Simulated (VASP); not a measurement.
The system is I.

```
I
1.0
     0.00000    2.36560    3.90984
     2.19225    0.00000    3.90984
     2.19225    2.36560    0.00000
I
1
Direct
  0.00000 0.00000 0.00000
```

```yaml
Program: VASP 6.6.1
Task: relaxation of cell and atoms
Functional: BLYP
Dispersion: D3(BJ)
Potentials_or_basis: VASP PAW PBE potentials, release 64 (I)
Cutoff: 600 eV
k_mesh: 9 × 9 × 9
Occupations: fermi-dirac, width 0.05 eV
Spin: no spin polarisation
```

At the start: pressure -0.2 GPa; volume 40.55 Å³/atom.

Question: Where does the relaxation end?

Answer: Over 15 steps the energy falls by 24.1 meV/atom and the volume is 37.60 Å³/atom (-7.3 %); space group Fmmm (No. 69, to 0.1 Å) before, I4/mmm (No. 139, to 0.1 Å).

The path:
| step | energy change (eV) | largest force (eV/Å) | pressure (GPa) | volume (Å³) |
| --- | --- | --- | --- | --- |
| 1 | 0.0000 | 0.0000 | -0.20 | 40.55 |
| 2 | -0.0098 | 0.0000 | -0.65 | 40.25 |
| 3 | -0.0145 | 0.0000 | -1.05 | 39.90 |
| 4 | -0.0212 | 0.0000 | -0.43 | 38.51 |
| 5 | -0.0226 | 0.0000 | 0.03 | 37.64 |
| 6 | -0.0226 | 0.0000 | 0.08 | 37.56 |
| 7 | -0.0229 | 0.0000 | 0.05 | 37.55 |
| 8 | -0.0233 | 0.0000 | -0.05 | 37.49 |
| 9 | -0.0236 | 0.0000 | 0.03 | 37.42 |
| 10 | -0.0238 | 0.0000 | 0.18 | 37.31 |
| 11 | -0.0240 | 0.0000 | 0.06 | 37.47 |
| 12 | -0.0241 | 0.0000 | -0.04 | 37.60 |
| 13 | -0.0241 | 0.0000 | -0.02 | 37.59 |
| 14 | -0.0241 | 0.0000 | -0.03 | 37.60 |
| 15 | -0.0241 | 0.0000 | 0.00 | 37.60 |

Final structure:
```cif
data_structure
_symmetry_space_group_name_H-M 'P 1'
_symmetry_Int_Tables_number 1
_cell_length_a 4.2526
_cell_length_b 4.2461
_cell_length_c 3.2415
_cell_angle_alpha 67.686
_cell_angle_beta 67.472
_cell_angle_gamma 44.842
_cell_volume 37.60
loop_
_atom_site_label
_atom_site_type_symbol
_atom_site_fract_x
_atom_site_fract_y
_atom_site_fract_z
_atom_site_occupancy
I1 I 0.00000 0.00000 0.00000 1
```

Caveat: the PAW data sets were made with another functional, which shifts forces and pressure a little; an odd number of electrons without spin polarisation forces a metal; a magnetic or distorted state may lie lower.
